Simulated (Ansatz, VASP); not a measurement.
## One calculation of Ir4Pt3, two programs

```xyz
7
Lattice="-3.0780 3.0780 3.0780 3.0780 -3.0780 3.0780 3.0780 3.0780 -3.0780" Properties=species:S:1:pos:R:3 pbc="T T T"
Ir    1.5137    1.5137    1.5137
Ir    1.5643    1.5643   -1.5643
Ir    1.5643   -1.5643    1.5643
Ir   -1.5643    1.5643    1.5643
Pt    3.0780    0.0000    0.0000
Pt    0.0000    3.0780    0.0000
Pt    0.0000    0.0000    3.0780
```

Alike in both runs: functional PBE; k mesh 4 × 4 × 4; occupations gaussian, width 0.2 eV; no spin polarisation.

Ansatz relaxed the structure, and its values are those at the end. VASP's run is a single point on that final structure, the one shown.

|  | VASP | Ansatz |
| --- | --- | --- |
| version | VASP 6.6.1 | Ansatz 0.2.0 |
| potentials or method | VASP PAW PBE potentials, release 64 (Ir, Pt), cutoff 500 eV | scalar-relativistic, plane waves, PAW |
| valence electrons in the cell | 66 | 122 |

Ansatz gave:

```
gap on the k mesh at the Fermi level (eV) : none
pressure (GPa)                            : -0.1
rms of the force components (eV/Å)        : 0.012
```

Problem. Which values does VASP return?

Solution. gap on the k mesh at the Fermi level (eV): none; pressure (GPa): -0.2; rms of the force components (eV/Å): 0.012.

A gap of «none» marks a metal or a gap that the smearing closes. With one functional, cell and mesh, what is left measures potentials, basis and numerics. VASP's potentials hold 66 valence electrons a cell and Ansatz's 122, so a difference there can come from the potentials and not from the codes.

The k mesh is coarse, so the values compare programs but aren't converged. Spin-orbit coupling is off throughout.
